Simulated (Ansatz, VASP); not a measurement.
## One calculation of Ti, two programs

Contents of INCAR:

```
PREC = Accurate ; ENCUT = 500
EDIFF = 1E-6 ; ISMEAR = 0
SIGMA = 0.1 ; LREAL = False
LASPH = True ; NELM = 120
ALGO = Normal ; ISIF = 2
LWAVE = False ; LCHARG = False
GGA = PE ; NBANDS = 12
GGA_COMPAT = False
```

KPOINTS

```
regular mesh
0
Gamma
  18 18 18
```

POSCAR

```
Ti
1.0
   -1.6050467516      1.6050467516      1.6050467516
    1.6050467516     -1.6050467516      1.6050467516
    1.6050467516      1.6050467516     -1.6050467516
Ti
1
Direct
    0.0000000000      0.0000000000      0.0000000000
```

Input for Ansatz:

```yaml
crystal:
  lattice:
    - [-1.6050467516, 1.6050467516, 1.6050467516]
    - [1.6050467516, -1.6050467516, 1.6050467516]
    - [1.6050467516, 1.6050467516, -1.6050467516]
  atoms:
    - { symbol: Ti, position: [0.0, 0.0, 0.0] }
kpoints:
  mp_grid: { grid: [18, 18, 18] }
hamiltonian:
  xc: pbe
scf:
  occupations: { method: gaussian, width: 0.1 }
output:
  forces: true
  eigenvalues: true
  stress: true
```

Alike in both runs: task single point; functional PBE; k mesh 18 × 18 × 18; occupations gaussian, width 0.1 eV; no spin polarisation.

|  | VASP | Ansatz |
| --- | --- | --- |
| version | VASP 6.6.1 | Ansatz 0.2.0 |
| potentials or method | VASP PAW PBE potentials, release 64 (Ti_sv) | scalar-relativistic, plane waves, PAW |
| plane-wave cutoff (eV) | 500 | 420 |
| valence electrons in the cell | 12 | 12 |

```csv
,VASP,Ansatz,Ansatz less VASP
gap on the k mesh at the Fermi level (eV),none,none,-
pressure (GPa),4.5,4.8,+0.36
```

A gap of «none» marks a metal or a gap that the smearing closes.
